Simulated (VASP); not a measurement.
# Tl (P6_3/mmc) in VASP: a series of runs, part 2 of 2

VASP 6.6.1. Earlier steps stand in the parts before.

## Step 4: Single point, PBE+D3(BJ) (volume scaled by 0.94, then relaxed in part)

File INCAR:

```
PREC = Accurate ; ENCUT = 520
EDIFF = 1E-7 ; ISMEAR = 0
SIGMA = 0.1 ; LREAL = F
LASPH = T ; NELM = 80
ALGO = Fast ; ISIF = 2
LWAVE = F ; LCHARG = F
GGA = PE ; IVDW = 12
NBANDS = 20
```

File KPOINTS:

```
regular mesh
0
Gamma
  15 15 8
```

File POSCAR:

```
Tl
1.0
    3.4391473374      0.0000000000      0.0000000000
   -1.7195736687      2.9783889615      0.0000000000
    0.0000000000      0.0000000000      5.4344149846
Tl
2
Direct
    0.3333333333      0.6666666667      0.2500000000
    0.6666666667      0.3333333333      0.7500000000
```

Potentials or basis: VASP PAW PBE potentials, release 64 (Tl_d).

Launch:

```console
$ cat potpaw_PBE.64/Tl_d/POTCAR > POTCAR
$ mpirun -np 1 vasp_std > vasp.out
```

OUTCAR:

```text
PREC = Accurate
   ENCUT = 520
   EDIFF = 1E-7
   ISMEAR = 0
   LREAL = F
   LASPH = T
   NELM = 80
   ISIF = 2
   GGA = PE
   IVDW = 12
 IVDW          = 12

 ion  position               nearest neighbor table
   1  0.333  0.667  0.250-   2 3.37   2 3.37   2 3.37   2 3.37   2 3.37   2 3.37
   2  0.667  0.333  0.750-   1 3.37   1 3.37   1 3.37   1 3.37   1 3.37   1 3.37

  LATTYP: Found a hexagonal cell.
 ALAT       =     3.4391473374
 C/A-ratio  =     1.5801634683

  Lattice vectors:

 A1 = (   3.4391473374,   0.0000000000,   0.0000000000)
 A2 = (  -1.7195736687,   2.9783889615,   0.0000000000)
 A3 = (   0.0000000000,   0.0000000000,   5.4344149846)

Analysis of symmetry for initial positions (statically):
=====================================================================
 Subroutine PRICEL returns:
 Original cell was already a primitive cell.

 Routine SETGRP: Setting up the symmetry group for a
 hexagonal supercell.

 Subroutine GETGRP returns: Found 24 space group operations
 (whereof 12 operations were pure point group operations)
 out of a pool of 24 trial point group operations.

The static configuration has the point symmetry D_3d.
 The point group associated with its full space group is D_6h.

Analysis of symmetry for dynamics (positions and initial velocities):
=====================================================================
 Subroutine PRICEL returns:
 Original cell was already a primitive cell.

 Routine SETGRP: Setting up the symmetry group for a
 hexagonal supercell.

 Subroutine GETGRP returns: Found 24 space group operations
 (whereof 12 operations were pure point group operations)
 out of a pool of 24 trial point group operations.

The dynamic configuration has the point symmetry D_3d.
 The point group associated with its full space group is D_6h.

 Subroutine INISYM returns: Found 24 space group operations
 (whereof 12 operations are pure point group operations),
 and found     1 'primitive' translations

[... 111 lines left out ...]
   IALGO  =     68    algorithm
   IMIX   =      4    mixing-type and parameters
     AMIX     =   0.40;   BMIX     =  1.00
     AMIX_MAG =   1.60;   BMIX_MAG =  1.00
  volume/ion in A,a.u.               =      27.83       187.82
  Fermi-wavevector in a.u.,A,eV,Ry     =   1.270197  2.400324 21.951632  1.613399
  Thomas-Fermi vector in A             =   2.403197
   LORBIT       =      0    0 simple, 1 ext, 2 COOP (PROOUT), +10 PAW based schemes
   GGA     = PE    functional components
   LHFCALC =     F    Hartree Fock is set to
   AEXX    =    0.0000 exact exchange contribution
   IVDW    =    12    specifies the selected vdW correction
   LEPSILON=     F    determine dielectric tensor
   LRPA    =     F    only Hartree local field effects (RPA)
 non-spin polarized calculation
 RMM-DIIS sequential band-by-band and
 Gauss-broadening in eV      SIGMA  =   0.10
  energy-cutoff  :      520.00
  volume of cell :       55.67
 maximum number of plane-waves:      1522
 NGX is ok and might be reduce to    28
   NGX = 13   NGY = 13   NGZ = 21

 number of electron      25.9999998 magnetization

 Free energy of the ion-electron system (eV)
  ---------------------------------------------------
  ext. energy  EPLUGINS =         0.00000000
  ---------------------------------------------------
  free energy    TOTEN  =        -4.36571594 eV

  energy without entropy =       -4.36146934  energy(sigma->0) =       -4.36359264

 E-fermi :   6.8714     XC(G=0): -10.3268

 val. band max:        6.8182835541   @ k =   0.1333  -0.0000   0.2500
 cond. band min:       6.8759157564   @ k =   0.2000   0.2000   0.2500
 fundamental gap:      0.0576322023
 Fermi energy:         6.8714488860

 k-point     1 :       0.0000    0.0000    0.0000
  band No.  band energies     occupation
      1      -5.0082      2.00000
      2      -4.7409      2.00000
      3      -4.7308      2.00000
      4      -4.7308      2.00000
      5      -4.6706      2.00000
      6      -4.6706      2.00000
[... 541 lines left out ...]
     19      14.4099      0.00000
     20      18.9175      0.00000

 [... further k-points ...]

------------------------ aborting loop because EDIFF is reached ----------------------------------------

 Edisp (eV)   -0.70502

 E8    (eV) :    -0.3688

  FORCE on cell =-STRESS in cart. coord.  units (eV):
  Direction    XX          YY          ZZ          XY          YZ          ZX
  --------------------------------------------------------------------------------------
  -------------------------------------------------------------------------------------
  Total       0.78765     0.78765     0.79688    -0.00000     0.00000    -0.00000
  in kB      22.67046    22.67046    22.93613    -0.00000     0.00000    -0.00000
  external pressure =       22.76 kB  Pullay stress =        0.00 kB

 VOLUME and BASIS-vectors are now :
 -----------------------------------------------------------------------------
  energy-cutoff  :      520.00
  volume of cell :       55.67
      direct lattice vectors                 reciprocal lattice vectors
     3.439147337  0.000000000  0.000000000     0.290769747  0.167875992  0.000000000
    -1.719573669  2.978388961  0.000000000     0.000000000  0.335751983  0.000000000
     0.000000000  0.000000000  5.434414985     0.000000000  0.000000000  0.184012447

 POSITION                                       TOTAL-FORCE (eV/Angst)
 -----------------------------------------------------------------------------------
     -0.00000      1.98559      1.35860         0.000000     -0.000000      0.000000
      1.71957      0.99280      4.07581        -0.000000      0.000000      0.000000
 -----------------------------------------------------------------------------------
    total drift:                               -0.000000      0.000000      0.000000

  FREE ENERGIE OF THE ION-ELECTRON SYSTEM (eV)
  ---------------------------------------------------
  free  energy   TOTEN  =        -5.0707386036 eV

  energy  without entropy=       -5.0664919959  energy(sigma->0) =       -5.06861530
```

stdout:

```text
POSCAR found type information on POSCAR Tl
 POSCAR found :  1 types and       2 ions
 scaLAPACK will be used
 LDA part: xc-table for (Slater+PW92), standard interpolation
 POSCAR, INCAR and KPOINTS ok, starting setup
 FFT: planning ... GRIDC
 FFT: planning ... GRID_SOFT
 FFT: planning ... GRID
 WAVECAR not read
 entering main loop
```

Run time: 73 s. Hardware: 1 thread of Intel Xeon Platinum 8488C (Sapphire Rapids), shared host; peak memory 0.27 GiB.

Results:

```
Free energy                : -5.0707 eV
Pressure                   : 2.3 GPa
Band gap on the k mesh     : zero (band 13 reaches 10.61 eV, above the bottom of band 14 at 4.58 eV)
Dispersion energy per atom : -0.353 eV
```

Caveat: the cell differs from its parent crystal (volume scaled by 0.94, then relaxed in part); spin-orbit coupling is left out, which moves the levels of the heavy elements; pairwise dispersion overbinds metals, which lowers pressure and volume.

## Step 5: Single point, PBE+D3(BJ)

This run uses another cell than the first one, of 28.57 Å³/atom, 1.097 times its volume.

File INCAR:

```
  PREC = Accurate
  ENCUT = 520
  EDIFF = 1E-6
  ISMEAR = 0
  SIGMA = 0.1
  LREAL = False
  LASPH = True
  NELM = 100
  ALGO = Fast
  ISIF = 2
  LWAVE = False
  LCHARG = False
  GGA = PE
  IVDW = 12
  NBANDS = 20
```

KPOINTS is that of step 4.

File POSCAR:

```
Tl
1.0
    3.4560000000      0.0000000000      0.0000000000
   -1.7280000000      2.9929837955      0.0000000000
    0.0000000000      0.0000000000      5.5250000000
Tl
2
Direct
    0.3333333333      0.6666666667      0.2500000000
    0.6666666667      0.3333333333      0.7500000000
```

Potentials or basis: VASP PAW PBE potentials, release 64 (Tl_d).

Launch:

```console
$ cat potpaw_PBE.64/Tl_d/POTCAR > POTCAR
$ mpirun -np 1 vasp_std > vasp.out
```

OUTCAR:

```text
PREC = Accurate
   ENCUT = 520
   EDIFF = 1E-6
   ISMEAR = 0
   LREAL = False
   LASPH = True
   NELM = 100
   ISIF = 2
   GGA = PE
   IVDW = 12
 IVDW          = 12

 ion  position               nearest neighbor table
   1  0.333  0.667  0.250-   2 3.41   2 3.41   2 3.41   2 3.41   2 3.41   2 3.41
   2  0.667  0.333  0.750-   1 3.41   1 3.41   1 3.41   1 3.41   1 3.41   1 3.41

  LATTYP: Found a hexagonal cell.
 ALAT       =     3.4560000000
 C/A-ratio  =     1.5986689815

  Lattice vectors:

 A1 = (   3.4560000000,   0.0000000000,   0.0000000000)
 A2 = (  -1.7280000000,   2.9929837955,   0.0000000000)
 A3 = (   0.0000000000,   0.0000000000,   5.5250000000)

Analysis of symmetry for initial positions (statically):
=====================================================================
 Subroutine PRICEL returns:
 Original cell was already a primitive cell.

 Routine SETGRP: Setting up the symmetry group for a
 hexagonal supercell.

 Subroutine GETGRP returns: Found 24 space group operations
 (whereof 12 operations were pure point group operations)
 out of a pool of 24 trial point group operations.

The static configuration has the point symmetry D_3d.
 The point group associated with its full space group is D_6h.

[... 161 lines left out ...]
  energy without entropy =       -4.39600323  energy(sigma->0) =       -4.39837530

 E-fermi :   6.5897     XC(G=0): -10.1950

 val. band max:        6.5715481899   @ k =   0.2667   0.1333   0.3750
 cond. band min:       6.5940527328   @ k =   0.4000   0.0667   0.2500
 fundamental gap:      0.0225045429
 Fermi energy:         6.5897488201

 k-point     1 :       0.0000    0.0000    0.0000
  band No.  band energies     occupation
      1      -5.2296      2.00000
      2      -5.0011      2.00000
      3      -4.9800      2.00000
      4      -4.9800      2.00000
      5      -4.9265      2.00000
      6      -4.9265      2.00000
[... 541 lines left out ...]
     19      14.0440      0.00000
     20      18.5841      0.00000

 [... further k-points ...]

------------------------ aborting loop because EDIFF is reached ----------------------------------------

 Edisp (eV)   -0.68598

 E8    (eV) :    -0.3587

  FORCE on cell =-STRESS in cart. coord.  units (eV):
  Direction    XX          YY          ZZ          XY          YZ          ZX
  --------------------------------------------------------------------------------------
  -------------------------------------------------------------------------------------
  Total       0.44714     0.44714     0.33046     0.00000    -0.00000     0.00000
  in kB      12.53559    12.53559     9.26439     0.00000    -0.00000     0.00000
  external pressure =       11.45 kB  Pullay stress =        0.00 kB

 VOLUME and BASIS-vectors are now :
 -----------------------------------------------------------------------------
  energy-cutoff  :      520.00
  volume of cell :       57.15
      direct lattice vectors                 reciprocal lattice vectors
     3.456000000  0.000000000  0.000000000     0.289351852  0.167057370  0.000000000
    -1.728000000  2.992983795  0.000000000     0.000000000  0.334114739  0.000000000
     0.000000000  0.000000000  5.525000000     0.000000000  0.000000000  0.180995475

 POSITION                                       TOTAL-FORCE (eV/Angst)
 -----------------------------------------------------------------------------------
     -0.00000      1.99532      1.38125         0.000000     -0.000000      0.000000
      1.72800      0.99766      4.14375        -0.000000      0.000000      0.000000
 -----------------------------------------------------------------------------------
    total drift:                               -0.000000      0.000000     -0.000000

  FREE ENERGIE OF THE ION-ELECTRON SYSTEM (eV)
  ---------------------------------------------------
  free  energy   TOTEN  =        -5.0867292260 eV

  energy  without entropy=       -5.0819850739  energy(sigma->0) =       -5.08435715
```

OSZICAR:

```text
N       E                     dE             d eps       ncg     rms          rms(c)
DAV:   1     0.131683119668E+03    0.13168E+03   -0.14289E+04  5408   0.123E+03
DAV:   2    -0.187141764309E+01   -0.13355E+03   -0.13101E+03  5920   0.276E+02
DAV:   3    -0.443904311606E+01   -0.25676E+01   -0.25566E+01  6276   0.336E+01
DAV:   4    -0.445441114175E+01   -0.15368E-01   -0.15367E-01  5708   0.283E+00
DAV:   5    -0.445462210094E+01   -0.21096E-03   -0.21096E-03  6068   0.330E-01    0.315E+00
RMM:   6    -0.440910681991E+01    0.45515E-01   -0.72176E-02  5419   0.180E+00    0.216E+00
RMM:   7    -0.440167085860E+01    0.74360E-02   -0.44449E-02  5503   0.152E+00    0.697E-01
RMM:   8    -0.440075266764E+01    0.91819E-03   -0.47114E-03  5602   0.444E-01    0.578E-02
RMM:   9    -0.440074561007E+01    0.70576E-05   -0.12353E-04  6031   0.928E-02    0.288E-02
RMM:  10    -0.440074701903E+01   -0.14090E-05   -0.18814E-05  5947   0.384E-02    0.168E-03
RMM:  11    -0.440074737936E+01   -0.36034E-06   -0.41001E-06  4365   0.142E-02
   1 F= -.50867292E+01 E0= -.50843571E+01  d E =-.474415E-02
```

Wall time 66 s (1 thread of Intel Xeon Platinum 8488C (Sapphire Rapids), shared host); peak memory 0.27 GiB.

What came out:

```
Free energy                : -5.0867 eV
Pressure                   : 1.1 GPa
Band gap on the k mesh     : zero (band 13 reaches 10.08 eV, above the bottom of band 14 at 4.38 eV)
Dispersion energy per atom : -0.343 eV
```

Caveat: spin-orbit coupling is left out, which moves the levels of the heavy elements; pairwise dispersion overbinds metals, which lowers pressure and volume.

## Step 6: Overview

```csv
cell,further INCAR settings,gap on the mesh (eV),pressure (GPa)
"a = 3.353, b = 3.353, c = 5.352 Å, angles 90.0, 90.0, 120.0°, 2 atoms",ALGO = Fast; EDIFF = 1e-07; NBANDS = 20,none,5.7
"a = 3.393, b = 3.393, c = 5.405 Å, angles 90.0, 90.0, 120.0°, 2 atoms",ALGO = Fast; EDIFF = 1e-06; NBANDS = 20,none,3.8
"a = 3.439, b = 3.439, c = 5.434 Å, angles 90.0, 90.0, 120.0°, 2 atoms",ALGO = Fast; EDIFF = 1e-07; NBANDS = 20,none,2.3
"a = 3.456, b = 3.456, c = 5.525 Å, angles 90.0, 90.0, 120.0°, 2 atoms",ALGO = Fast; EDIFF = 1e-06; NBANDS = 20,none,1.1
```

Alike in all rows: task single point; level PBE+D3(BJ); potentials or basis VASP PAW PBE potentials, release 64 (Tl_d); no spin polarisation; k mesh 15 × 15 × 8; cutoff (eV) 520; smearing gaussian 0.1 eV.

Caveats: spin-orbit coupling is left out, which moves the levels of the heavy elements; pairwise dispersion overbinds metals, which lowers pressure and volume.

Absolute energies hang on the potentials; compare differences alone.
